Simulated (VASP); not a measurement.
Write the native input for VASP 6.6.1 that does the following.

```yaml
Task: relaxation of cell and atoms
Functional: PBE
Dispersion: D3(BJ)
Potentials_or_basis: VASP PAW PBE potentials, release 64 (Rb_sv, Cl)
Cutoff: 500 eV
k_mesh: 9 × 9 × 6
Occupations: gaussian, width 0.1 eV
Spin: no spin polarisation
Dipole_correction: no
Further_INCAR_settings: ALGO = Normal; EDIFF = 1e-07; IBRION = 2; EDIFFG = -0.01; NSW = 100; ISIF = 3
```

The structure of RbCl4 lies in POSCAR:

```
RbCl4
1.0
    4.7416455276      0.0000000000      0.0000000000
   -2.3708227638      4.1063854826      0.0000000000
    0.0000000000      0.0000000000      7.9428950374
Rb Cl
1 4
Direct
    0.0000000000      0.0000000000      0.0000000000
    0.3333333333      0.6666666667      0.7343738008
    0.6666666667      0.3333333333      0.7343738008
    0.3333333333      0.6666666667      0.2656261992
    0.6666666667      0.3333333333      0.2656261992
```

One way to write it, as run:

INCAR

```
SYSTEM = RbCl4
PREC = Accurate
ENCUT = 500
EDIFF = 1E-7
ISMEAR = 0
SIGMA = 0.1
LREAL = .FALSE.
LASPH = .TRUE.
NELM = 120
ALGO = Normal
ISIF = 3
LWAVE = .FALSE.
LCHARG = .FALSE.
GGA = PE
IVDW = 12
IBRION = 2
NSW = 100
EDIFFG = -0.01
GGA_COMPAT = .FALSE.
NELMIN = 4
```

KPOINTS

```
regular mesh
0
G
  9 9 6
  0 0 0
```

Potentials or basis: VASP PAW PBE potentials, release 64 (Rb_sv, Cl).

Run with:

```sh
$ cat potpaw_PBE.64/Rb_sv/POTCAR potpaw_PBE.64/Cl/POTCAR > POTCAR
$ mpirun -np 1 vasp_std > vasp.out
```

It gave:

The relaxed volume is 30.89 Å³/atom and the relaxed cell is a = 4.738 Å, b = 4.738 Å, c = 7.943 Å, α = 90.00°, β = 90.00°, γ = 120.00°. The space group after relaxing (to 0.1 Å) is P6/mmm (No. 191) and the energy gained by relaxing is 0.0 meV/atom. The ionic steps are 2, the pressure after relaxing is 0.0 GPa and the band gap on the k mesh is zero (an odd number of electrons rules out a gap without spin polarisation). The dispersion energy per atom is -0.165 eV.

Caveat: an odd number of electrons without spin polarisation forces a metal; a magnetic or distorted state may lie lower.

Wall time 96 s on 1 thread of Intel(R) Xeon(R) 6975P-C (Granite Rapids) (shared host), peak memory 0.36 GiB.
